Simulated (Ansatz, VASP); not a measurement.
# SnO: VASP beside Ansatz

```xyz
4
Lattice="3.7986 0.0000 0.0000 0.0000 3.7986 0.0000 0.0000 0.0000 4.8408" Properties=species:S:1:pos:R:3 pbc="T T T"
Sn    1.8993    0.0000    1.1717
Sn    0.0000    1.8993    3.6691
O     0.0000    0.0000    0.0000
O     1.8993    1.8993    0.0000
```

Alike in both runs: functional PBE; k mesh 5 × 5 × 4; occupations fermi-dirac, width 0.02 eV; no spin polarisation.

Ansatz relaxed the structure, and its values are those at the end. VASP's run is a single point on that final structure, the one shown.

```csv
,VASP,Ansatz
version,VASP 6.6.1,Ansatz 0.2.0
potentials or method,"VASP PAW PBE potentials, release 64 (Sn_d, O)","plane-wave PAW, scalar-relativistic"
plane-wave cutoff (eV),520,420
valence electrons in the cell,40,40
```

|  | VASP | Ansatz | Ansatz less VASP |
| --- | --- | --- | --- |
| pressure (GPa) | 3.5 | 3.3 | -0.22 |
| rms of the force components (eV/Å) | 0.036 | 0.003 | -0.0337 |

With one functional, cell and mesh, what is left measures potentials, basis and numerics. Ansatz's warnings: stress scf threshold loose.
